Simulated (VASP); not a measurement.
Crystal: InWSe3.

```
In W Se
1.0
     6.84049    0.00000    0.00000
    -3.42025    5.92404    0.00000
     0.00000    0.00000    5.72883
In W Se
2 2 6
Direct
  0.33333 0.66667 0.75000
  0.66667 0.33333 0.25000
  0.00000 0.00000 0.00000
  0.00000 0.00000 0.50000
  0.15450 0.84550 0.25000
  0.30900 0.15450 0.75000
  0.15450 0.30900 0.25000
  0.84550 0.15450 0.75000
  0.69100 0.84550 0.25000
  0.84550 0.69100 0.75000
```

```yaml
Program: VASP 6.6.1
Task: relaxation of cell and atoms
Functional: PBE
Potentials_or_basis: VASP PAW PBE potentials, release 64 (In_d, W_sv, Se)
Cutoff: 600 eV
k_mesh: 3 × 3 × 4
Occupations: gaussian, width 0.1 eV
Spin: no spin polarisation
```

At the start: pressure 25.4 GPa; volume 23.22 Å³/atom.

**Question.** How do energy, volume and symmetry change on relaxing?

**Answer.** Over 14 steps the energy falls by 478.9 meV/atom and the volume is 25.62 Å³/atom (+10.3 %); space group P6_3/mmc (No. 194, to 0.05 Å).

Step by step:
```
step  energy change (eV)  largest force (eV/Å)  pressure (GPa)  volume (Å³)
   1              0.0000                6.0764           25.44       232.15
   2              4.1333                2.9931          -12.53       379.19
   3             -4.4581                0.3211           -2.88       279.09
   4             -4.5352                0.0392           -1.37       274.20
   5             -4.5470                0.2664           -0.39       271.35
   6             -4.5462                0.1986           -0.68       272.17
   7             -4.6053                0.2257           -0.68       269.96
   8             -4.7689                0.0855           -0.55       263.17
   9             -4.3657                0.4121            0.68       248.93
  10             -4.7803                0.0031           -0.49       261.30
  11             -4.7774                0.2436            0.79       256.60
  12             -4.7836                0.1004            0.04       259.29
  13             -4.7875                0.0680            0.03       258.06
  14             -4.7895                0.0164            0.02       256.17
```

Final structure:
```xyz
10
Lattice="7.1831 0.0000 0.0000 -3.5916 6.2208 0.0000 0.0000 0.0000 5.7328" Properties=species:S:1:pos:R:3 pbc="T T T"
In    0.0000    4.1472    4.2996
In    3.5916    2.0736    1.4332
W     0.0000    0.0000    0.0000
W     0.0000    0.0000    2.8664
Se   -1.7561    5.1611    1.4332
Se    1.8355    1.0597    4.2996
Se    0.0000    2.1194    1.4332
Se    5.3477    1.0597    4.2996
Se    1.7561    5.1611    1.4332
Se    3.5916    4.1014    4.2996
```
